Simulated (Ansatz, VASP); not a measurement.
## CdTe in VASP and in Ansatz

Contents of INCAR:

```
SYSTEM = CdTe
ALGO = Normal
EDIFF = 1E-6
EDIFFG = -0.005
ENCUT = 600
GGA = PE
IBRION = 2
ISIF = 3
ISMEAR = 0
LASPH = .True.
LCHARG = .False.
LREAL = .False.
LWAVE = .False.
NELM = 100
NSW = 100
PREC = Accurate
SIGMA = 0.02
```

Contents of KPOINTS:

```
k-points
0
Gamma
  6 6 6
  0 0 0
```

POSCAR

```
CdTe
1.0
    0.0000000000      3.2821135562      3.2821135562
    3.2821135562      0.0000000000      3.2821135562
    3.2821135562      3.2821135562      0.0000000000
Cd Te
1 1
Direct
    0.0000000000      0.0000000000      0.0000000000
    0.2500000000      0.2500000000      0.2500000000
```

Input for Ansatz:

```yaml
crystal:
  lattice:
    - [0.0, 3.2821135562, 3.2821135562]
    - [3.2821135562, 0.0, 3.2821135562]
    - [3.2821135562, 3.2821135562, 0.0]
  atoms:
    - { symbol: Cd, position: [0.0, 0.0, 0.0] }
    - { symbol: Te, position: [0.25, 0.25, 0.25] }
basis:
  ecutwfc: 420
kpoints:
  mp_grid: { grid: [6, 6, 6] }
hamiltonian:
  xc: pbe
scf:
  occupations: { method: gaussian, width: 0.02 }
output:
  forces: true
  stress: true
  eigenvalues: true
  write_density: true
  write_potential: true
  elf: true
  volumetric_format: npy
relax:
  adjacent_minimum: "off"
  f_tol: 0.005
  max_steps: 80
  cell: { stress_tol: 0.05 }
```

Alike in both runs: task relaxation of cell and atoms; functional PBE; k mesh 6 × 6 × 6; occupations gaussian, width 0.02 eV; no spin polarisation.

|  | VASP | Ansatz |
| --- | --- | --- |
| version | VASP 6.6.1 | Ansatz 0.2.0 |
| potentials or method | VASP PAW PBE potentials, release 64 (Cd, Te), cutoff 600 eV | scalar-relativistic, plane waves, PAW |
| valence electrons in the cell | 18 | 36 |

```csv
,VASP,Ansatz,Ansatz less VASP
"gap on the k mesh at the Fermi level, each at its own relaxed structure (eV)",0.57,0.58,+0.007
relaxed volume (Å³/atom),36.32,36.27,-0.053
relaxed cell length with the largest relative difference (Å),4.683,4.681,-0.0023
```

VASP's potentials hold 18 valence electrons a cell and Ansatz's 36, so a difference there can come from the potentials and not from the codes.

Neither program's run includes spin-orbit coupling.
